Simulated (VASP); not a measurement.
KTaO3: single point with r2SCAN

Crystal: KTaO3.

```
K Ta O
1.0
     3.99040    0.00000    0.00000
     0.00000    3.99040    0.00000
     0.00000    0.00000    3.99040
K Ta O
1 1 3
Direct
  0.50000 0.50000 0.50000
  0.00000 0.00000 0.00000
  0.50000 0.00000 0.00000
  0.00000 0.50000 0.00000
  0.00000 0.00000 0.50000
```

| Property | Result |
| --- | --- |
| Program | VASP 6.6.1 |
| Task | single point |
| Functional | r2SCAN |
| Potentials or basis | VASP PAW PBE potentials, release 64 (K_sv, Ta_pv, O) |
| Cutoff | 520 eV |
| k mesh | 4 × 4 × 4 |
| Occupations | gaussian, width 0.01 eV |
| Spin | no spin polarisation |
| Dipole correction | no |
| Further INCAR settings | ALGO = Normal; EDIFF = 1e-07; NBANDS = 27 |

```
Pressure               : 0.9 GPa
Band gap on the k mesh : 2.58 eV, indirect (least direct gap 3.23 eV)
```

Levels at points of the mesh, in eV from the valence-band top:
| k point | band 17 | band 18 | band 19 | band 20 | band 21 | band 22 |
| --- | --- | --- | --- | --- | --- | --- |
| (0.00, 0.00, 0.00) | -0.65 | -0.65 | -0.65 | 2.58 | 2.58 | 2.58 |
| (0.50, 0.00, 0.00) | -1.54 | -0.89 | -0.89 | 2.73 | 5.41 | 5.41 |
| (0.50, 0.50, 0.00) | -1.47 | -1.47 | -0.04 | 5.45 | 5.45 | 6.76 |
| (0.50, 0.50, 0.50) | 0.00 | 0.00 | 0.00 | 6.89 | 6.89 | 6.89 |

Run time: 82 s on 1 thread of Intel Xeon 6975P-C (shared host), peak memory 0.18 GiB.

Caveat: the PAW data sets were made with another functional, which shifts forces and pressure a little; spin-orbit coupling is left out, which moves the levels of the heavy elements. r2SCAN opens gaps a little over a GGA but as a rule still falls short of measured ones.
